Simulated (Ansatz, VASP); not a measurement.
**One calculation of CuPtC6N6, two programs**

```
CELL_PARAMETERS angstrom
0.00000 5.09450 5.09450
5.09450 0.00000 5.09450
5.09450 5.09450 0.00000
ATOMIC_POSITIONS crystal
Cu 0.00000 0.00000 0.00000
Pt 0.50000 0.50000 0.50000
C 0.81186 0.18814 0.18814
C 0.18814 0.81186 0.18814
C 0.18814 0.18814 0.81186
C 0.18814 0.81186 0.81186
C 0.81186 0.18814 0.81186
C 0.81186 0.81186 0.18814
N 0.69703 0.30297 0.30297
N 0.30297 0.69703 0.30297
N 0.30297 0.30297 0.69703
N 0.30297 0.69703 0.69703
N 0.69703 0.30297 0.69703
N 0.69703 0.69703 0.30297
```

Alike in both runs: task single point; functional PBE; k mesh 4 × 4 × 4; occupations gaussian, width 0.1 eV; collinear spin.

|  | VASP | Ansatz |
| --- | --- | --- |
| version | VASP 6.6.1 | Ansatz 0.2.0 |
| potentials or method | VASP PAW PBE potentials, release 64 (Cu, Pt, C, N), cutoff 520 eV | scalar-relativistic, plane waves, PAW |
| valence electrons in the cell | 75 | 91 |

```tsv
	VASP	Ansatz	Ansatz less VASP
gap on the k mesh at the Fermi level (eV)	none	none	-
pressure (GPa)	6.2	5.8	-0.36
rms of the force components (eV/Å)	0.699	0.846	+0.1469
net moment per atom (μB)	0.07	0.07	0.000
size of the moment on the site where the two differ most (μB)	0.08	0.04	-0.043
```

Site moments also hang on the region over which each program counts them. Atom by atom the forces differ by 0.197 eV/Å (rms over components). A gap of «none» marks a metal or a gap that the smearing closes. VASP's potentials hold 75 valence electrons a cell and Ansatz's 91, so a difference there can come from the potentials and not from the codes.

Spin-orbit coupling is off throughout. Noted on VASP's run: the standard files for N, O and F lose accuracy on very short bonds.
